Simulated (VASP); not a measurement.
Write the native input for VASP 6.6.1 that does the following.

* Task: single point
* Functional: PBE
* Dispersion: D3(BJ)
* Potentials or basis: VASP PAW PBE potentials, release 64 (Se, Pt)
* Cutoff: 520 eV
* k mesh: 12 × 12 × 1
* Occupations: gaussian, width 0.02 eV
* Spin: no spin polarisation
* Dipole correction: yes
* Further INCAR settings: ALGO = Normal; EDIFF = 1e-06; NBANDS = 18

The structure of PtSe2 lies in POSCAR:

```
PtSe2
1.0
    3.8922094418      0.0000000000      0.0000000000
   -1.9461047209      3.2102402414      0.0000000000
    0.0000000000      0.0000000000     31.1216233429
Se Pt
2 1
Direct
    0.6620109419      0.3240218839      0.4590402637
    0.3379890581      0.6759781161      0.5409597363
    0.0000000000      0.0000000000      0.5000000000
```

This cell differs from its parent crystal: strain along x +0.050, then relaxed in part.

One way to write it, as run:

INCAR

```
SYSTEM = PtSe2
PREC = Accurate ; ENCUT = 520
EDIFF = 1E-6 ; ISMEAR = 0
SIGMA = 0.02 ; LREAL = .False.
LASPH = .True. ; NELM = 80
ALGO = Normal ; ISIF = 2
LWAVE = .False. ; LCHARG = .False.
LDIPOL = .True. ; IDIPOL = 3
DIPOL = 0.5 0.5 0.500 ; GGA = PE
IVDW = 12 ; NBANDS = 18
```

KPOINTS

```
Automatic mesh
0
Gamma
  12 12 1
  0 0 0
```

Potentials or basis: VASP PAW PBE potentials, release 64 (Se, Pt).

Command:

```sh
$ cat potpaw_PBE.64/Se/POTCAR potpaw_PBE.64/Pt/POTCAR > POTCAR
$ mpirun -np 1 vasp_std > vasp.out
```

It gave:

```
Largest force              : 0.005 eV/Å
Band gap on the k mesh     : 1.21 eV (least direct gap 1.31 eV)
Dispersion energy per atom : -0.286 eV
```

Caveat: the cell differs from its parent crystal (strain along x +0.050, then relaxed in part); spin-orbit coupling is left out, which moves the levels of the heavy elements.

Run time: 3.7 min on 1 thread of Intel(R) Xeon(R) 6975P-C (Granite Rapids), on a shared host, peak memory 0.68 GiB.
